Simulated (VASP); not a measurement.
Runs of VASP 6.6.1 on Si. The structure is that of space group P6_3/mmc (No. 194), or close to it. The cells are those of the table. This isn't the form of Si at room conditions, which is diamond.

| task | cell | k mesh | cutoff (eV) | gap on the mesh (eV) | pressure (GPa) | relaxed volume (Å³/atom) |
| --- | --- | --- | --- | --- | --- | --- |
| single point | a = 3.151, b = 3.151, c = 5.115 Å, angles 90.0, 90.0, 120.0°, 2 atoms | 6 × 6 × 4 | 520 | none | -16.2 | - |
| single point | a = 2.668, b = 2.668, c = 4.442 Å, angles 90.0, 90.0, 120.0°, 2 atoms | 9 × 9 × 4 | 520 | none | 0.2 | - |
| single point | a = 2.643, b = 2.643, c = 4.534 Å, angles 90.0, 90.0, 120.0°, 2 atoms | 24 × 24 × 12 | 520 | none | 0.0 | - |
| relaxation of cell and atoms | relaxed from a = 2.670, b = 2.670, c = 4.404 Å, angles 90.0, 90.0, 120.0°, 2 atoms | 9 × 9 × 4 | 600 | none | -0.1 | (a) |
| relaxation of cell and atoms | relaxed from a = 3.151, b = 3.151, c = 5.115 Å, angles 90.0, 90.0, 120.0°, 2 atoms | 6 × 6 × 4 | 600 | none | 0.0 | 13.63 |
| single point | a = 2.670, b = 2.670, c = 4.404 Å, angles 90.0, 90.0, 120.0°, 2 atoms | 6 × 6 × 4 | 520 | none | 0.2 | - |

Alike in all rows: level r2SCAN; potentials or basis VASP PAW PBE potentials, release 64 (Si); no spin polarisation; smearing gaussian 0.1 eV.

Question: Fill in the values left out.

Answer: (a) 13.74.

Caveats: some runs use coarse meshes; the PAW data sets were made with another functional, which shifts forces and pressure a little; the volume moved by over 15 % at a fixed basis, so the end points are rough (at least some runs).

A gap of «none» marks levels without a gap at the run's occupations.
